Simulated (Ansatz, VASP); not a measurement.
GaSb: VASP beside Ansatz

```
CELL_PARAMETERS angstrom
3.53846 0.00000 0.00000
0.00000 3.53846 0.00000
0.00000 0.00000 3.53846
ATOMIC_POSITIONS crystal
Ga 0.00000 0.00000 0.00000
Sb 0.50000 0.50000 0.50000
```

Change from the starting cell: volume scaled by 0.94, crystal datasets.

Alike in both runs: task single point; functional PBE; k mesh 13 × 13 × 13; occupations fermi-dirac, width 0.1 eV; no spin polarisation.

|  | VASP | Ansatz |
| --- | --- | --- |
| version | VASP 6.6.1 | Ansatz 0.2.0 |
| potentials or method | VASP PAW PBE potentials, release 64 (Ga_d, Sb), cutoff 500 eV | all-electron PAW with datasets made for the crystal, scalar-relativistic |

Ansatz gave:

```
pressure (GPa) : 3.6
```

**Question.** Which values does VASP return?

**Answer.** Pressure (GPa): 3.5.

Ansatz ran all-electron here, and VASP with PAW potentials.

Spin-orbit coupling is off throughout.
